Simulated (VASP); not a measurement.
Here is a VASP 6.6.1 calculation.

Contents of INCAR:

```
ALGO = Normal ; EDIFF = 1E-6
ENCUT = 600 ; GGA = PS
GGA_COMPAT = False ; ISIF = 2
ISMEAR = 0 ; LASPH = True
LCHARG = True ; LDAU = True
LDAUJ = 0 0 0 ; LDAUL = -1 2 -1
LDAUPRINT = 1 ; LDAUTYPE = 2
LDAUU = 0 1 0 ; LELF = True
LMAXMIX = 4 ; LREAL = False
LVHAR = True ; LWAVE = False
NBANDS = 28 ; NELM = 200
PREC = Accurate ; SIGMA = 0.01
```

Contents of KPOINTS:

```
k-points
0
Gamma
  6 6 6
```

POSCAR

```
KNbO3
1.0
    4.0291830000      0.0000000000      0.0000000000
    0.0000000000      4.0291830000      0.0000000000
    0.0000000000      0.0000000000      4.0291830000
K Nb O
1 1 3
Direct
    0.0000000000      0.0000000000      0.0000000000
    0.5000000000      0.5000000000      0.5000000000
    0.0000000000      0.5000000000      0.5000000000
    0.5000000000      0.0000000000      0.5000000000
    0.5000000000      0.5000000000      0.0000000000
```

Potentials or basis: VASP PAW PBE potentials, release 64 (K_sv, Nb_sv, O).

Launch:

```sh
$ cat potpaw_PBE.64/K_sv/POTCAR potpaw_PBE.64/Nb_sv/POTCAR potpaw_PBE.64/O/POTCAR > POTCAR
$ mpirun -np 1 vasp_std > vasp.out
```

(1) Estimate the pressure.

(2) Estimate the band gap on the k mesh.

Results:

(1) -5.2 GPa.

(2) 1.56 eV, indirect (least direct gap 2.24 eV).

Caveat: the PAW data sets were made with another functional, which shifts forces and pressure a little.
